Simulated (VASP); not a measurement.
A run of VASP 6.6.1 is set up as follows.

The input INCAR:

```
ALGO = Normal
EDIFF = 1E-7
ENCUT = 520
GGA = RE
ISIF = 2
ISMEAR = -1
LASPH = True
LCHARG = False
LREAL = False
LWAVE = False
NBANDS = 21
NELM = 80
PREC = Accurate
SIGMA = 0.1
```

File KPOINTS:

```
k-points
0
Gamma
  11 11 6
```

File POSCAR:

```
Pb
1.0
    3.6359329193      0.0000000000      0.0000000000
   -1.8179664597      3.1488102745      0.0000000000
    0.0000000000      0.0000000000      5.9609543068
Pb
2
Direct
    0.3333333333      0.6666666667      0.2500000000
    0.6666666667      0.3333333333      0.7500000000
```

Potentials or basis: VASP PAW PBE potentials, release 64 (Pb_d).

Launch:

```bash
$ cat potpaw_PBE.64/Pb_d/POTCAR > POTCAR
$ mpirun -np 1 vasp_std > vasp.out
```

What does it give for the band gap on the k mesh?

Zero (band 14 reaches 11.20 eV, above the bottom of band 15 at 4.77 eV).

Predict the pressure.

-1.5 GPa.

Caveat: the PAW data sets were made with another functional, which shifts forces and pressure a little; spin-orbit coupling is left out, which moves the levels of the heavy elements.
